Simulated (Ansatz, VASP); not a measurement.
# Sc: VASP beside Ansatz

INCAR

```
SYSTEM = Sc
  ALGO = Normal
  EDIFF = 1E-6
  ENCUT = 520
  GGA = PS
  ISIF = 2
  ISMEAR = -1
  IVDW = 12
  LASPH = .True.
  LCHARG = .False.
  LREAL = .False.
  LWAVE = .False.
  NBANDS = 12
  NELM = 60
  PREC = Accurate
  SIGMA = 0.05
```

The input KPOINTS:

```
k-points
0
Gamma
  8 8 8
  0 0 0
```

POSCAR

```
Sc
1.0
   -0.0214960000      2.1811200000      2.2464360000
    2.2889700000     -0.0202390000      2.2451790000
    2.3126420000      2.2035350000     -0.0439110000
Sc
1
Direct
    0.0000000000      0.0000000000      0.0000000000
```

input.yaml

```yaml
crystal:
  lattice:
    - [-0.021496, 2.18112, 2.246436]
    - [2.28897, -0.020239, 2.245179]
    - [2.312642, 2.203535, -0.043911]
  atoms:
    - { symbol: Sc, position: [0.0, 0.0, 0.0] }
hamiltonian:
  xc: pbesol
  pseudopotentials: { kind: paw, accuracy: standard, xc_functional: pbe }
  dispersion: d3bj
kpoints:
  mp_grid: { grid: [8, 8, 8] }
scf:
  occupations: { method: fermi_dirac, width: 0.05 }
output:
  forces: true
  stress: true
  eigenvalues: true
```

Change from the starting cell: cell strained at random at fixed volume.

Alike in both runs: task single point; functional PBEsol; dispersion D3(BJ); k mesh 8 × 8 × 8; occupations fermi-dirac, width 0.05 eV; no spin polarisation.

|  | VASP | Ansatz |
| --- | --- | --- |
| version | VASP 6.6.1 | Ansatz 0.2.0 |
| potentials or method | VASP PAW PBE potentials, release 64 (Sc_sv) | SSSP efficiency PAW |
| plane-wave cutoff (eV) | 520 | 1225 |
| valence electrons in the cell | 11 | 11 |

|  | VASP | Ansatz | Ansatz less VASP |
| --- | --- | --- | --- |
| gap on the k mesh at the Fermi level (eV) | none | none | - |
| pressure (GPa) | -1.9 | -1.9 | +0.04 |
| traceless stress, the component that is largest in VASP (GPa) | 0.91 | 0.91 | -0.002 |

VASP's potentials were made for PBE, not for PBEsol. A gap of «none» marks a metal or a gap that the smearing closes.
